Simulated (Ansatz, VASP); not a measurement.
# Two plane-wave programs on CoSi2

```
CELL_PARAMETERS angstrom
3.75651 0.00000 0.00000
-1.87826 3.25323 0.00000
0.00000 0.00000 25.73512
ATOMIC_POSITIONS crystal
Si 0.00000 0.00000 0.29670
Si 0.33333 0.66667 0.35153
Si 0.66667 0.33333 0.41083
Si 0.00000 0.00000 0.46946
Si 0.33333 0.66667 0.53054
Si 0.66667 0.33333 0.58917
Si 0.00000 0.00000 0.64847
Si 0.33333 0.66667 0.70330
Co 0.66667 0.33333 0.32239
Co 0.33333 0.66667 0.44123
Co 0.00000 0.00000 0.55877
Co 0.66667 0.33333 0.67761
```

Alike in both runs: functional PBEsol; k mesh 9 × 9 × 1; occupations gaussian, width 0.1 eV; no spin polarisation.

Ansatz relaxed the structure, and its values are those at the end. VASP's run is a single point on that final structure, the one shown.

|  | VASP | Ansatz |
| --- | --- | --- |
| version | VASP 6.6.1 | Ansatz 0.2.0 |
| potentials or method | VASP PAW PBE potentials, release 64 (Si, Co), cutoff 520 eV | scalar-relativistic, plane waves, PAW |
| valence electrons in the cell | 68 | 100 |

VASP gave:

```
gap on the k mesh at the Fermi level (eV) : none
rms of the force components (eV/Å)        : 0.005
```

Problem. What did Ansatz give for the same quantities?

Solution. gap on the k mesh at the Fermi level (eV): none; rms of the force components (eV/Å): 0.002.

VASP's potentials were made for PBE, not for PBEsol. A gap of «none» marks a metal or a gap that the smearing closes. VASP's potentials hold 68 valence electrons a cell and Ansatz's 100, so a difference there can come from the potentials and not from the codes.
